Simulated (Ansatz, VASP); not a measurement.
One calculation of Zr2HS4, two programs

INCAR

```
  PREC = Accurate
  ENCUT = 400
  EDIFF = 1E-6
  ISMEAR = 0
  SIGMA = 0.05
  LREAL = F
  LASPH = T
  NELM = 120
  ALGO = Normal
  ISIF = 2
  LWAVE = F
  LCHARG = T
  LDIPOL = T
  IDIPOL = 3
  DIPOL = 0.5 0.5 0.289
  GGA = PE
  IVDW = 12
  LELF = T
  LVHAR = T
  LVACPOTAV = T
  NBANDS = 62
  GGA_COMPAT = F
  NELMDL = -8
```

KPOINTS

```
Automatic mesh
0
Gamma
  6 6 1
```

The input POSCAR:

```
Zr2HS4
1.0
    7.2976778227      0.0000000000      0.0000000000
   -3.6488389114      6.3199743831      0.0000000000
    0.0000000000      0.0000000000     20.9171506047
S Zr H
8 4 2
Direct
    0.3333333333      0.1666666667      0.1912306354
    0.3333333333      0.6666666667      0.1912306354
    0.8333333333      0.1666666667      0.1912306354
    0.8333333333      0.6666666667      0.1912306354
    0.1666666667      0.3333333333      0.3306927762
    0.1666666667      0.8333333333      0.3306927762
    0.6666666667      0.3333333333      0.3306927762
    0.6666666667      0.8333333333      0.3306927762
    0.0000000000      0.0000000000      0.2609617058
    0.0000000000      0.5000000000      0.2609617058
    0.5000000000      0.0000000000      0.2609617058
    0.5000000000      0.5000000000      0.2609617058
    0.3076212038      0.6923787962      0.4549926892
    0.3590454629      0.6409545371      0.4549926892
```

Input for Ansatz:

```yaml
crystal:
  lattice:
    - [7.2976778227, 0.0, 0.0]
    - [-3.6488389114, 6.3199743831, 0.0]
    - [0.0, 0.0, 20.9171506047]
  atoms:
    - { symbol: S, position: [0.3333333333, 0.1666666667, 0.1912306354] }
    - { symbol: S, position: [0.3333333333, 0.6666666667, 0.1912306354] }
    - { symbol: S, position: [0.8333333333, 0.1666666667, 0.1912306354] }
    - { symbol: S, position: [0.8333333333, 0.6666666667, 0.1912306354] }
    - { symbol: Zr, position: [0.0, 0.0, 0.2609617058] }
    - { symbol: Zr, position: [0.0, 0.5, 0.2609617058] }
    - { symbol: Zr, position: [0.5, 0.0, 0.2609617058] }
    - { symbol: Zr, position: [0.5, 0.5, 0.2609617058] }
    - { symbol: S, position: [0.1666666667, 0.3333333333, 0.3306927762] }
    - { symbol: S, position: [0.1666666667, 0.8333333333, 0.3306927762] }
    - { symbol: S, position: [0.6666666667, 0.3333333333, 0.3306927762] }
    - { symbol: S, position: [0.6666666667, 0.8333333333, 0.3306927762] }
    - { symbol: H, position: [0.3076212038, 0.6923787962, 0.4549926892] }
    - { symbol: H, position: [0.3590454629, 0.6409545371, 0.4549926892] }
basis:
  ecutwfc: 420
kpoints:
  mp_grid: { grid: [6, 6, 1] }
hamiltonian:
  xc: pbe
  pseudopotentials: { kind: paw, azcp: { folder: soft_1 } }
  dispersion: d3bj
scf:
  occupations: { method: gaussian, width: 0.05 }
output:
  forces: true
  eigenvalues: true
efield:
  axis: 3
  dipole_correction: true
  ramp_width: 0.04
```

Alike in both runs: task single point; functional PBE; dispersion D3(BJ); k mesh 6 × 6 × 1; occupations gaussian, width 0.05 eV; no spin polarisation.

|  | VASP | Ansatz |
| --- | --- | --- |
| version | VASP 6.6.1 | Ansatz 0.2.0 |
| potentials or method | VASP PAW PBE potentials, release 64 (S, Zr_sv, H), cutoff 400 eV | scalar-relativistic, plane waves, PAW |
| valence electrons in the cell | 98 | 98 |

Ansatz gave:

| Property | Result |
| --- | --- |
| gap on the k mesh at the Fermi level (eV) | 1.10 |
| least direct gap on the mesh (eV) | 1.10 |
| rms of the force components (eV/Å) | 1.057 |

Problem. Which values does VASP return?

Solution. gap on the k mesh at the Fermi level (eV): 1.10; least direct gap on the mesh (eV): 1.10; rms of the force components (eV/Å): 1.063.
